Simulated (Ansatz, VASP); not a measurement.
## CoO: VASP beside Ansatz

```
Co O
1.0
     1.50547    0.86918    2.43993
    -1.50547    0.86918    2.43993
     0.00000   -1.73837    2.43993
Co O
1 1
Direct
  0.00000 0.00000 0.00000
  0.50000 0.50000 0.50000
```

Alike in both runs: functional LDA; k mesh 11 × 11 × 11; occupations fermi-dirac, width 0.05 eV; collinear spin.

|  | VASP | Ansatz |
| --- | --- | --- |
| version | VASP 6.6.1 | Ansatz 0.2.0 |
| potentials or method | VASP PAW LDA potentials, release 64 (Co_sv, O) | Ansatz PAW |
| plane-wave cutoff (eV) | 600 | 420 |
| valence electrons in the cell | 23 | 23 |
| task | single point | band structure |

Ansatz gave:

```
gap on the k mesh at the Fermi level (eV)                     : none
pressure (GPa)                                                : -17.8
traceless stress, the component that is largest in VASP (GPa) : -0.14
net moment per atom (μB)                                      : 1.43
size of the moment on the site where the two differ most (μB) : 2.40
```

Q: Which values does VASP return?

A: gap on the k mesh at the Fermi level (eV): none; pressure (GPa): -21.1; traceless stress, the component that is largest in VASP (GPa): -0.14; net moment per atom (μB): 1.37; size of the moment on the site where the two differ most (μB): 2.35.

LDA's correlation is that of Perdew and Zunger in VASP and of Perdew and Wang (1992) in Ansatz. Site moments also hang on the region over which each program counts them. A gap of «none» marks a metal or a gap that the smearing closes.
